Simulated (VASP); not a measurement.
B3Rh:

```
B Rh
1.0
     3.50976    0.00000    0.00000
     0.00000    3.50976    0.00000
     0.00000    0.00000    3.50976
B Rh
3 1
Direct
  0.00000 0.50000 0.50000
  0.50000 0.00000 0.50000
  0.50000 0.50000 0.00000
  0.50000 0.50000 0.50000
```

* Program: VASP 6.6.1
* Task: relaxation of cell and atoms
* Functional: PBE
* Potentials or basis: VASP PAW PBE potentials, release 64 (B, Rh_pv)
* Cutoff: 600 eV
* k mesh: 6 × 6 × 6
* Occupations: gaussian, width 0.1 eV
* Spin: no spin polarisation

At the start: pressure 112.5 GPa; volume 10.81 Å³/atom.

**Question.** Where does the relaxation end?

**Answer.** Over 5 steps the energy falls by 1400.4 meV/atom and the volume is 16.36 Å³/atom (+51.3 %); space group Pm-3m (No. 221, to 0.05 Å).

Step by step:
```tsv
step	energy change (eV)	largest force (eV/Å)	pressure (GPa)	volume (Å³)
1	0.0000	0.0000	112.54	43.23
2	-1.0907	0.0000	-19.60	110.27
3	-5.5319	0.0000	-3.78	67.77
4	-5.5973	0.0000	-1.57	66.36
5	-5.6016	0.0000	0.12	65.43
```

Final structure:
```
CELL_PARAMETERS angstrom
4.02967 0.00000 0.00000
0.00000 4.02967 0.00000
0.00000 0.00000 4.02967
ATOMIC_POSITIONS crystal
B 0.00000 0.50000 0.50000
B 0.50000 0.00000 0.50000
B 0.50000 0.50000 0.00000
Rh 0.50000 0.50000 0.50000
```

Caveat: the volume moved by over 15 % at a fixed basis, so the end points are rough.
